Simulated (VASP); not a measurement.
Runs of VASP 6.6.1 on As. The structure is that of space group Fm-3m (No. 225), or close to it. The cells are those of the table. 

```csv
task,cell,cutoff (eV),k mesh for the DOS,occupations for the DOS,gap on the mesh (eV),pressure (GPa)
single point,"a = 2.738 Å, angles 60.0°, 1 atom",520,-,-,none,34.5
single point,"a = 2.488 Å, angles 60.0°, 1 atom",520,-,-,none,147.0
single point,"a = 2.619 Å, angles 60.0°, 1 atom",520,-,-,none,72.9
single point,"a = 2.950 Å, angles 60.0°, 1 atom",520,-,-,none,(b)
relaxation of cell and atoms,"relaxed from a = 2.995 Å, angles 60.0°, 1 atom",600,-,-,none,0.0
single point,"a = 2.848 Å, angles 60.0°, 1 atom",520,-,-,none,(a)
```

Alike in all rows: level LDA; potentials or basis VASP PAW LDA potentials, release 64 (As); no spin polarisation; k mesh 17 × 17 × 17; smearing fermi-dirac 0.1 eV.

Fill in the values left out.

(a) 13.0; (b) 0.3.

A k mesh can miss the band edges, and the runs leave out spin-orbit coupling on As.

A gap of «none» marks levels without a gap at the run's occupations.
